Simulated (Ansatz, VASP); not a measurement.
LiBr in VASP and in Ansatz

```xyz
2
Lattice="0.0000 2.7548 2.7548 2.7548 0.0000 2.7548 2.7548 2.7548 0.0000" Properties=species:S:1:pos:R:3 pbc="T T T"
Li    0.0000    0.0000    0.0000
Br    2.7848    2.7548    2.7548
```

Alike in both runs: task single point; functional PBE; k mesh 12 × 12 × 12; occupations fermi-dirac, width 0.08 eV; no spin polarisation.

```csv
,VASP,Ansatz
version,VASP 6.6.1,Ansatz 0.2.0
potentials or method,"VASP PAW PBE potentials, release 64 (Li_sv, Br), cutoff 750 eV","all-electron LAPW, scalar-relativistic"
```

VASP gave:

- gap on the k mesh at the Fermi level (eV): 4.92
- pressure (GPa): 0.0
- rms of the force components (eV/Å): 0.008

Problem. Estimate Ansatz's values.

Solution. gap on the k mesh at the Fermi level (eV): 4.91; pressure (GPa): 0.0; rms of the force components (eV/Å): 0.008.

Atom by atom the forces differ by 0.000 eV/Å (rms over components). Ansatz ran all-electron here, and VASP with PAW potentials.
